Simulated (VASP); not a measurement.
Wanted: the native input for a VASP 6.6.1 run.

* Task: single point
* Functional: LDA
* Potentials or basis: VASP PAW LDA potentials, release 64 (Sc_sv)
* Cutoff: 520 eV
* k mesh: 13 × 13 × 13
* Occupations: fermi-dirac, width 0.03 eV
* Spin: no spin polarisation
* Dipole correction: no
* Further INCAR settings: ALGO = Normal; EDIFF = 1e-06; NBANDS = 12

The structure of Sc lies in POSCAR:

```
Sc
1.0
   -1.8784007933      1.8784007933      1.6828383089
    1.8784007933     -1.8784007933      1.6828383089
    1.8784007933      1.8784007933     -1.6828383089
Sc
1
Direct
    0.0000000000      0.0000000000      0.0000000000
```

This cell differs from its parent crystal: volume scaled by 0.9405.

These files were run (other wordings do the same):

INCAR

```
PREC = Accurate
ENCUT = 520
EDIFF = 1E-6
ISMEAR = -1
SIGMA = 0.03
LREAL = F
LASPH = T
NELM = 100
ALGO = Normal
ISIF = 2
LWAVE = F
LCHARG = F
GGA = CA
NBANDS = 12
```

KPOINTS

```
regular mesh
0
Gamma
  13 13 13
```

Potentials or basis: VASP PAW LDA potentials, release 64 (Sc_sv).

Launch:

```bash
$ cat potpaw_LDA.64/Sc_sv/POTCAR > POTCAR
$ mpirun -np 1 vasp_std > vasp.out
```

Results of the run:

```json
{
  "Pressure": "-2.6 GPa"
}
```

Wall time 13 s on 1 thread of Intel(R) Xeon(R) 6975P-C (Granite Rapids) (shared host), peak memory 0.17 GiB.
